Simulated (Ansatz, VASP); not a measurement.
# N in VASP and in Ansatz

INCAR

```
ALGO = Normal ; EDIFF = 1E-6
ENCUT = 520 ; ISIF = 2
ISMEAR = -1 ; LASPH = T
LCHARG = T ; LELF = T
LREAL = F ; LVHAR = T
LWAVE = F ; NBANDS = 18
NELM = 60 ; PREC = Accurate
SIGMA = 0.05
```

KPOINTS

```
k-points
0
Gamma
  4 4 3
```

Contents of POSCAR:

```
N
1.0
    4.0840619700      0.0000000000      0.0000000000
    0.0000000000      4.0840619700      0.0000000000
    0.0000000000      0.0000000000      5.3459132500
N
4
Direct
    0.4042752000      0.5957248000      0.5000000000
    0.0957248000      0.0957248000      0.0000000000
    0.5957248000      0.4042752000      0.5000000000
    0.9042752000      0.9042752000      0.0000000000
```

File input.yaml:

```yaml
crystal:
  lattice:
    - [4.08406197, 0.0, 0.0]
    - [0.0, 4.08406197, 0.0]
    - [0.0, 0.0, 5.34591325]
  atoms:
    - { symbol: "N", position: [0.4042752, 0.5957248, 0.5] }
    - { symbol: "N", position: [0.0957248, 0.0957248, 0.0] }
    - { symbol: "N", position: [0.5957248, 0.4042752, 0.5] }
    - { symbol: "N", position: [0.9042752, 0.9042752, 0.0] }
hamiltonian:
  xc: lda
  pseudopotentials: { kind: paw }
kpoints:
  mp_grid: { grid: [4, 4, 3] }
scf:
  occupations: { method: fermi_dirac, width: 0.05 }
  n_extra_bands: 10
output:
  forces: true
  stress: true
  eigenvalues: true
  dos: { projected: true, de: 0.05, nscf_kmesh: { grid: [6, 6, 5] } }
```

Alike in both runs: functional LDA; k mesh 4 × 4 × 3; occupations fermi-dirac, width 0.05 eV; no spin polarisation.

|  | VASP | Ansatz |
| --- | --- | --- |
| version | VASP 6.6.1 | Ansatz 0.2.0 |
| potentials or method | VASP PAW LDA potentials, release 64 (N) | Ansatz PAW |
| plane-wave cutoff (eV) | 520 | 420 |
| valence electrons in the cell | 20 | 20 |
| task | single point | projected density of states |

Ansatz gave:

```
gap on the k mesh at the Fermi level (eV)                     : 6.75
least direct gap on the mesh (eV)                             : 6.95
pressure (GPa)                                                : -2.9
traceless stress, the component that is largest in VASP (GPa) : 2.25
rms of the force components (eV/Å)                            : 0.978
```

Q: Estimate VASP's values.

A: gap on the k mesh at the Fermi level (eV): 6.70; least direct gap on the mesh (eV): 6.90; pressure (GPa): -1.2; traceless stress, the component that is largest in VASP (GPa): 0.49; rms of the force components (eV/Å): 0.212.

LDA's correlation is that of Perdew and Zunger in VASP and of Perdew and Wang (1992) in Ansatz. Atom by atom the forces differ by 0.766 eV/Å (rms over components). One of these differences is far larger than is usual between the two programs; its cause wasn't traced.

Noted on VASP's run: the standard files for N, O and F lose accuracy on very short bonds. Noted on Ansatz's run: odd divisions of the mesh miss points on the zone boundary, where band edges often lie, so the gap on the mesh can be too wide.
